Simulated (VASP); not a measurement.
# Sc2TiW9C6N6 (P1) in VASP: further runs

The runs below take Sc2TiW9C6N6 through single point, with PBE.

Everything below comes from runs of VASP 6.6.1. Logs are shortened: lines on timing, memory, paths and dates and some standing lists are left out, and cuts for length are marked.

### Step 1. The cell of the first run

The typed cell holds 24 atoms: a = 6.201 Å, b = 6.178 Å, c = 7.690 Å, α = 89.51°, β = 90.82°, γ = 120.42°.

### Step 2. Single point, PBE

The input, INCAR:

```
ALGO = Normal
EDIFF = 1E-7
ENCUT = 520
GGA = PE
ISIF = 2
ISMEAR = 0
ISYM = 0
LASPH = T
LCHARG = F
LREAL = Auto
LWAVE = F
NBANDS = 125
NELM = 80
PREC = Accurate
SIGMA = 0.1
```

The input, KPOINTS:

```
Automatic mesh
0
Gamma
  3 3 2
  0 0 0.5
```

The input, POSCAR:

```
Sc2TiW9C6N6
1.0
   -4.3519978434     -4.4167287981      0.0121836381
    0.0085424398      4.3960027202      4.3414636677
   -4.4039545023      4.4808690951     -4.4348724825
C N Sc Ti W
6 6 2 1 9
Direct
    0.1715597925      0.3464480365      0.8466073202
    0.4950974572      0.4974170718      0.4942115120
    0.1551348081      0.8307778907      0.8336530233
    0.4908679495      0.0047872324      0.5294296635
   -0.0205319757      0.9761465071      0.5013369595
    0.3486425552      0.1652884190      0.1504413849
    0.6596953626      0.3296844462      0.8301387522
    1.0078407329      0.4928500122      0.4673598419
    0.3372851326      0.6695240575      0.1739167779
    0.8381251222      0.6788964027      0.1833763928
    0.6690974369      0.8399663414      0.8195346399
    0.8242417401      0.1498519695      0.1622751708
    0.5194648922      0.5259884978      0.0047450889
    1.0008145749      0.5035239686      0.0161739643
    0.4955117177      1.0110570585      0.9764211068
    0.0350075140      0.0314073501      0.9932574180
    0.8501328819      0.1820290386      0.6694836034
    0.2942234194      0.1629094611      0.6720638832
    0.6370757984      0.2968621093      0.3335892685
    0.1711194739      0.2879588481      0.3260338527
    0.8511818961      0.6303390293      0.6549895156
    0.2996540703      0.6382026985      0.6707766890
    0.6489670123      0.8621319853      0.3488698318
    0.1961722396      0.8599618878      0.3330721965
```

Potentials or basis: VASP PAW PBE potentials, release 64 (C, N, Sc_sv, Ti_sv, W_sv).

Launch:

```console
$ cat potpaw_PBE.64/C/POTCAR potpaw_PBE.64/N/POTCAR potpaw_PBE.64/Sc_sv/POTCAR potpaw_PBE.64/Ti_sv/POTCAR potpaw_PBE.64/W_sv/POTCAR > POTCAR
$ mpirun -np 1 vasp_std > vasp.out
```

OUTCAR:

```text
EDIFF = 1E-7
   ENCUT = 520
   GGA = PE
   ISIF = 2
   ISMEAR = 0
   ISYM = 0
   LASPH = T
   LREAL = Auto
   NELM = 80
   PREC = Accurate

 ion  position               nearest neighbor table
   1  0.172  0.346  0.847-  16 2.02  22 2.06  18 2.14  17 2.18  14 2.21  13 2.21
   2  0.495  0.497  0.494-  20 2.17  19 2.24  23 2.25  18 2.26  21 2.28  22 2.28
   3  0.155  0.831  0.834-  15 2.12  21 2.14  16 2.14  18 2.17  22 2.22  14 2.24
   4  0.491  0.005  0.529-  23 2.14  19 2.16  24 2.17  17 2.19  18 2.22  22 2.23
   5  0.979  0.976  0.501-  18 2.13  23 2.13  20 2.15  21 2.20  17 2.24  24 2.24
   6  0.349  0.165  0.150-  16 2.06  19 2.08  15 2.11  20 2.12  24 2.15  13 2.22
   7  0.660  0.330  0.830-  15 2.04  21 2.11  17 2.21  13 2.27  18 2.29  14 2.31
   8  0.008  0.493  0.467-  21 2.15  22 2.20  24 2.21  19 2.22  17 2.27  20 2.27
   9  0.337  0.670  0.174-  23 2.14  14 2.16  24 2.18  13 2.20  20 2.35
  10  0.838  0.679  0.183-  13 2.18  24 2.22  14 2.24  19 2.34  16 2.38  23 2.39
  11  0.669  0.840  0.820-  17 2.16  13 2.20  15 2.22  22 2.27  16 2.36  21 2.47
  12  0.824  0.150  0.162-  23 2.11  14 2.19  16 2.23  20 2.24  19 2.24  15 2.26
  13  0.519  0.526  0.005-  10 2.18  11 2.20   9 2.20   1 2.21   6 2.22   7 2.27  16 3.01  14 3.06
                            15 3.08  15 3.12  22 3.12  20 3.13  19 3.14  16 3.14  14 3.15  23 3.21
  14  0.001  0.504  0.016-   9 2.16  12 2.19   1 2.21   3 2.24  10 2.24   7 2.31  16 3.04  13 3.06
                            15 3.08  24 3.09  15 3.10  22 3.12  21 3.13  19 3.14  20 3.14  13 3.15
  15  0.496  0.011  0.976-   7 2.04   6 2.11   3 2.12  11 2.22  12 2.26  16 2.93  18 3.00  17 3.05
                            22 3.08  13 3.08  14 3.08  14 3.10  13 3.12  19 3.14  24 3.19
  16  0.035  0.031  0.993-   1 2.02   6 2.06   3 2.14  12 2.23  11 2.36  10 2.38  18 2.85  20 2.90
                            15 2.93  13 3.01  14 3.04  17 3.06  13 3.14  24 3.15  14 3.16  21 3.37
  17  0.850  0.182  0.669-  11 2.16   1 2.18   4 2.19   7 2.21   5 2.24   8 2.27  21 2.77  22 2.78
                            18 2.82  23 3.01  15 3.05  16 3.06  19 3.12  14 3.17  20 3.19  22 3.37
  18  0.294  0.163  0.672-   5 2.13   1 2.14   3 2.17   4 2.22   2 2.26   7 2.29  17 2.82  16 2.85
                            22 2.92  20 2.96  15 3.00  21 3.04  24 3.09  21 3.19  19 3.21  13 3.22
  19  0.637  0.297  0.334-   6 2.08   4 2.16   8 2.22   2 2.24  12 2.24  10 2.34  24 2.70  23 2.73
                            20 2.86  21 3.06  17 3.12  14 3.14  13 3.14  15 3.14  18 3.21  20 3.34
  20  0.171  0.288  0.326-   6 2.12   5 2.15   2 2.17  12 2.24   8 2.27   9 2.35  24 2.73  19 2.86
                            16 2.90  18 2.96  23 2.97  13 3.13  14 3.14  17 3.19  22 3.26  23 3.28
  21  0.851  0.630  0.655-   7 2.11   3 2.14   8 2.15   5 2.20   2 2.28  11 2.47  22 2.76  17 2.77
                            18 3.04  19 3.06  24 3.12  14 3.13  18 3.19  13 3.27  23 3.29  16 3.37
  22  0.300  0.638  0.671-   1 2.06   8 2.20   3 2.22   4 2.23  11 2.27   2 2.28  21 2.76  17 2.78
                            18 2.92  15 3.08  14 3.12  13 3.12  23 3.13  24 3.13  18 3.26  20 3.26
  23  0.649  0.862  0.349-  12 2.11   5 2.13   9 2.14   4 2.14   2 2.25  10 2.39  19 2.73  24 2.80
                            20 2.97  17 3.01  22 3.13  13 3.21  20 3.28  21 3.29  24 3.40  16 3.45
  24  0.196  0.860  0.333-   6 2.15   4 2.17   9 2.18   8 2.21  10 2.22   5 2.24  19 2.70  20 2.73
                            23 2.80  18 3.09  14 3.09  21 3.12  22 3.13  16 3.15  15 3.19  23 3.40

IMPORTANT INFORMATION: All symmetrisations will be switched off!
NOSYMM: (Re-)initialisation of all symmetry stuff for point group C_1.

[... 148 lines left out ...]
   LHFCALC =     F    Hartree Fock is set to
   AEXX    =    0.0000 exact exchange contribution
   IVDW    =     0    specifies the selected vdW correction
   LEPSILON=     F    determine dielectric tensor
   LRPA    =     F    only Hartree local field effects (RPA)
 non-spin polarized calculation
 Gauss-broadening in eV      SIGMA  =   0.10
  energy-cutoff  :      520.00
  volume of cell :      254.02
 maximum number of plane-waves:      6866
 NGX is ok and might be reduce to    48
   NGX = 23   NGY = 23   NGZ = 29

 number of electron     214.0000000 magnetization

 Free energy of the ion-electron system (eV)
  ---------------------------------------------------
  ext. energy  EPLUGINS =         0.00000000
  ---------------------------------------------------
  free energy    TOTEN  =      -250.49711059 eV

  energy without entropy =     -250.46782365  energy(sigma->0) =     -250.48246712

 E-fermi :  11.1539     XC(G=0): -13.3430

 val. band max:       11.1382830882   @ k =  -0.3333  -0.3333   0.2500
 cond. band min:      11.2207648217   @ k =   0.0000   0.0000   0.2500
 fundamental gap:      0.0824817335
 Fermi energy:        11.1539235013

 k-point     1 :       0.0000    0.0000    0.2500
  band No.  band energies     occupation
      1     -64.1527      2.00000
      2     -64.0855      2.00000
      3     -64.0378      2.00000
      4     -63.9741      2.00000
      5     -63.9469      2.00000
      6     -63.8899      2.00000
[... 1087 lines left out ...]
    118      12.7783      0.00000
    119      12.8407      0.00000
 [bands above 119 left out]

------------------------ aborting loop because EDIFF is reached ----------------------------------------

  FORCE on cell =-STRESS in cart. coord.  units (eV):
  Direction    XX          YY          ZZ          XY          YZ          ZX
  --------------------------------------------------------------------------------------
  -------------------------------------------------------------------------------------
  Total        1.6548461      1.5147021      1.6150984      0.0068777     -0.0061043      0.0280077
  in kB       10.4375025      9.5535813     10.1868045      0.0433795     -0.0385014      0.1766509
  external PRESSURE =      10.0592961 kB  Pullay stress =       0.0000000 kB

 VOLUME and BASIS-vectors are now :
 -----------------------------------------------------------------------------
  energy-cutoff  :      520.00
  volume of cell :      254.02
      direct lattice vectors                 reciprocal lattice vectors
    -4.351997843 -4.416728798  0.012183638    -0.153330098 -0.075118345  0.076363707
     0.008542440  4.396002720  4.341463668    -0.076895008  0.076191038  0.153340189
    -4.403954502  4.480869095 -4.434872483    -0.075696653  0.074379908 -0.075165352

 POSITION                                       TOTAL-FORCE (eV/Angst)
 -----------------------------------------------------------------------------------
     -4.47209      4.55879     -2.24841         0.002800     -0.004406      0.010834
     -4.32690      2.21443     -0.02621        -0.015736      0.005354     -0.000538
     -4.33942      6.70240     -0.08846        -0.002270      0.001298      0.012575
     -4.46780      0.22532     -2.32119        -0.003860      0.012017     -0.012975
     -6.46217      2.21152      2.02647         0.010297      0.003741     -0.004654
     -2.17842     -0.13914      0.05465        -0.000049     -0.022342     -0.009426
[... 16 lines left out ...]
     -4.35335      2.48686      2.20363        -0.019659     -0.015305     -0.036601
     -2.31323      4.40641      2.25875         0.011713      0.008901     -0.002753
 -----------------------------------------------------------------------------------
    total drift:                               -0.004015     -0.009095      0.002027

  FREE ENERGIE OF THE ION-ELECTRON SYSTEM (eV)
  ---------------------------------------------------
  free  energy   TOTEN  =      -250.4971105894 eV

  energy  without entropy=     -250.4678236481  energy(sigma->0) =     -250.48246712
```

OSZICAR:

```text
N       E                     dE             d eps       ncg     rms          rms(c)
DAV:   1     0.338375526678E+04    0.33838E+04   -0.10967E+05  2250   0.200E+03
DAV:   2     0.179794851090E+03   -0.32040E+04   -0.31301E+04  2250   0.681E+02
DAV:   3    -0.245100431277E+03   -0.42490E+03   -0.40708E+03  2967   0.224E+02
DAV:   4    -0.292059057416E+03   -0.46959E+02   -0.45819E+02  3772   0.785E+01
[... 12 lines left out ...]
DAV:  17    -0.250497109928E+03   -0.32771E-06   -0.32989E-05  3284   0.312E-02    0.115E-02
DAV:  18    -0.250497110564E+03   -0.63532E-06   -0.12066E-05  3284   0.164E-02    0.418E-03
DAV:  19    -0.250497110452E+03    0.11150E-06   -0.24143E-06  3372   0.845E-03    0.256E-03
DAV:  20    -0.250497110578E+03   -0.12623E-06   -0.84156E-07  2588   0.394E-03    0.122E-03
DAV:  21    -0.250497110589E+03   -0.10939E-07   -0.13597E-07  1604   0.249E-03
   1 F= -.25049711E+03 E0= -.25048247E+03  d E =-.292869E-01
```

stdout:

```text
POSCAR found type information on POSCAR C N ScTiW
 POSCAR found :  5 types and      24 ions
 scaLAPACK will be used
 LDA part: xc-table for (Slater+PW92), standard interpolation
 POSCAR, INCAR and KPOINTS ok, starting setup
 FFT: planning ... GRIDC
 FFT: planning ... GRID_SOFT
 FFT: planning ... GRID
 WAVECAR not read
 entering main loop
```

Wall time 11 min (1 thread of AMD EPYC 9R45 (Zen 5), shared host); peak memory 0.46 GiB.

What came out:

- Free energy: -250.4971 eV
- Pressure: 1.0 GPa
- Largest force: 0.046 eV/Å
- Band gap on the k mesh: zero (bands 107 and 108 overlap by 0.09 eV)

Forces in eV/Å, atoms in the order of the input:
```
C    0.003 -0.004  0.011
C   -0.016  0.005 -0.001
C   -0.002  0.001  0.013
C   -0.004  0.012 -0.013
C    0.010  0.004 -0.005
C    0.000 -0.022 -0.009
N    0.007  0.002 -0.022
N    0.012 -0.033  0.013
N   -0.002  0.003  0.005
N   -0.013  0.023 -0.003
N   -0.004 -0.012  0.006
N    0.025 -0.007  0.005
Sc  -0.002 -0.007  0.013
Sc   0.006  0.017  0.011
Ti  -0.011 -0.006 -0.018
W    0.007 -0.012 -0.016
W    0.026 -0.003 -0.008
W   -0.008 -0.014 -0.001
W   -0.004  0.016  0.025
W   -0.008  0.004  0.015
W    0.010  0.041  0.017
W   -0.025 -0.001  0.002
W   -0.020 -0.015 -0.037
W    0.012  0.009 -0.003
```

Levels at points of the mesh, in eV from the Fermi level:
```tsv
k point	band 104	band 105	band 106	band 107	band 108	band 109	band 110	band 111
(0.00, 0.00, 0.25)	-1.16	-0.89	-0.31	-0.17	0.07	0.45	0.52	0.61
```

Caveat: the k points lie up to 0.41 Å⁻¹ apart; spin-orbit coupling is left out, which moves the levels of the heavy elements.

### Step 3. Single point, PBE

This run uses another cell than the first one, of 10.62 Å³/atom.

The input, INCAR:

```
SYSTEM = Sc2TiW9C6N6
PREC = Accurate
ENCUT = 520
EDIFF = 1E-7
ISMEAR = 0
SIGMA = 0.1
LREAL = Auto
LASPH = .True.
NELM = 100
ALGO = Normal
ISIF = 2
LWAVE = .False.
LCHARG = .False.
GGA = PE
NBANDS = 125
ISYM = 0
```

KPOINTS is that of step 2.

The input, POSCAR:

```
Sc2TiW9C6N6
1.0
   -4.3736989366     -4.3767558813     -0.0001485772
    0.0253774230      4.3515270356      4.4018102748
   -4.4105296400      4.4134380074     -4.4890986697
C N Sc Ti W
6 6 2 1 9
Direct
    0.6409277730      0.3183916025      0.8341981216
    0.5160276424      0.5004225030      0.5091219953
    1.0082961994      0.4977794339      0.5145002471
    0.8255427537      0.6737055365      0.1727469727
    0.6894341361      0.8432811187      0.8364797419
    0.3234909642      0.1567133844      0.1827345959
    0.1642164339      0.3457315984      0.8165846330
    0.3051543638      0.6469313103      0.1551362336
    0.1814468276      0.8355276464      0.8206706837
    0.4974992933      0.0179509114      0.4933081381
    0.9870667216     -0.0042463997      0.4893322223
    0.8474270982      0.1758553070      0.1735767864
    0.5037282809      1.0004442756      0.0076318134
    0.4766693928      0.4867087301     -0.0017567927
    0.3401795355      0.1682519913      0.6690831831
    0.9925522440      0.9535791559      1.0057022159
    0.8171498126      0.1679395070      0.6753038389
    0.6798741991      0.3722397687      0.3296803219
    0.1859758946      0.3558958979      0.3414022144
    0.9774846525      0.5003152647     -0.0234411474
    0.8347494617      0.6419606884      0.6869752840
    0.3900941439      0.6962323502      0.6592115112
    0.6144382345      0.8062440324      0.3400544659
    0.1610491042      0.8069601573      0.3312158649
```

Potentials or basis: VASP PAW PBE potentials, release 64 (C, N, Sc_sv, Ti_sv, W_sv).

Launch:

```console
$ cat potpaw_PBE.64/C/POTCAR potpaw_PBE.64/N/POTCAR potpaw_PBE.64/Sc_sv/POTCAR potpaw_PBE.64/Ti_sv/POTCAR potpaw_PBE.64/W_sv/POTCAR > POTCAR
$ mpirun -np 1 vasp_std > vasp.out
```

OUTCAR:

```text
SYSTEM = Sc2TiW9C6N6
   PREC = Accurate
   ENCUT = 520
   EDIFF = 1E-7
   ISMEAR = 0
   LREAL = Auto
   LASPH = .True.
   NELM = 100
   ISIF = 2
   GGA = PE
   ISYM = 0

 ion  position               nearest neighbor table
   1  0.641  0.318  0.834-  15 2.04  21 2.10  20 2.10  17 2.13  14 2.18  13 2.19
   2  0.516  0.500  0.509-  22 2.08  18 2.08  23 2.14  15 2.18  21 2.18  19 2.18
[... 1320 lines left out ...]
  -------------------------------------------------------------------------------------
  Total        1.4711487      1.3447798      1.3657908     -0.0498697     -0.0454868      0.0747046
  in kB        9.2477836      8.4534163      8.5854936     -0.3134857     -0.2859346      0.4696007
  external PRESSURE =       8.7622312 kB  Pullay stress =       0.0000000 kB

 VOLUME and BASIS-vectors are now :
 -----------------------------------------------------------------------------
  energy-cutoff  :      520.00
  volume of cell :      254.88
      direct lattice vectors                 reciprocal lattice vectors
    -4.373698937 -4.376755881 -0.000148577    -0.152864530 -0.075724539  0.075740813
     0.025377423  4.351527036  4.401810275    -0.077089718  0.077030733  0.151472912
    -4.410529640  4.413438007 -4.489098670    -0.075585686  0.075535413 -0.074236780

 POSITION                                       TOTAL-FORCE (eV/Angst)
 -----------------------------------------------------------------------------------
     -6.47440      2.26199     -2.34339         0.009739     -0.013212      0.005584
     -4.48975      2.16605     -0.08281        -0.003593     -0.009469     -0.005936
     -2.29287      4.40051     -0.11851        -0.005852     -0.006262     -0.003021
     -4.35548      0.08086      2.18992        -0.002751      0.010607     -0.012112
     -6.68330      4.34383     -0.04318         0.007457     -0.005023      0.000954
     -2.21683      0.07259     -0.13054         0.002084      0.010813     -0.006816
[... 16 lines left out ...]
     -4.16673      2.31996      2.02230        -0.026154     -0.039810      0.019495
     -2.14474      4.26844      2.06520         0.018554      0.032665      0.011992
 -----------------------------------------------------------------------------------
    total drift:                               -0.004761     -0.007153     -0.009473

  FREE ENERGIE OF THE ION-ELECTRON SYSTEM (eV)
  ---------------------------------------------------
  free  energy   TOTEN  =      -249.3290191345 eV

  energy  without entropy=     -249.3007350419  energy(sigma->0) =     -249.31487709
```

stdout:

```text
POSCAR found type information on POSCAR C N ScTiW
 POSCAR found :  5 types and      24 ions
 scaLAPACK will be used
 LDA part: xc-table for (Slater+PW92), standard interpolation
 POSCAR, INCAR and KPOINTS ok, starting setup
 FFT: planning ... GRIDC
 FFT: planning ... GRID_SOFT
 FFT: planning ... GRID
 WAVECAR not read
 entering main loop
```

Wall time 12 min (1 thread of AMD EPYC 9R45 (Zen 5), shared host); peak memory 0.46 GiB.

What came out:

| Item | Value |
| --- | --- |
| Free energy | -249.3290 eV |
| Pressure | 0.9 GPa |
| Largest force | 0.051 eV/Å |
| Band gap on the k mesh | zero (bands 107 and 108 overlap by 0.12 eV) |

Forces on the atoms (eV/Å):
```
C    0.010 -0.013  0.006
C   -0.004 -0.009 -0.006
C   -0.006 -0.006 -0.003
C   -0.003  0.011 -0.012
C    0.007 -0.005  0.001
C    0.002  0.011 -0.007
N    0.004 -0.022 -0.015
N    0.021  0.004  0.012
N   -0.014 -0.017  0.030
N    0.005  0.028  0.029
N   -0.016 -0.003 -0.008
N   -0.009 -0.011 -0.005
Sc  -0.003 -0.002 -0.009
Sc  -0.020 -0.009  0.000
Ti   0.012  0.013 -0.003
W   -0.011  0.026  0.039
W   -0.002 -0.019 -0.009
W    0.003  0.009 -0.014
W   -0.004  0.010 -0.035
W    0.001  0.010 -0.031
W    0.034  0.001  0.027
W   -0.001  0.002 -0.019
W   -0.026 -0.040  0.019
W    0.019  0.033  0.012
```

Levels at points of the mesh, in eV from the Fermi level:
```
           k point  band 105  band 106  band 107  band 108  band 109  band 110
(0.00, 0.00, 0.25)     -1.02     -0.46     -0.31     -0.11      0.41      0.55
```

Caveat: the k points lie up to 0.41 Å⁻¹ apart; spin-orbit coupling is left out, which moves the levels of the heavy elements.

(Continued in part 2 of 2.)

The gap in the log of VASP goes by the Fermi energy; the results here count the filled bands.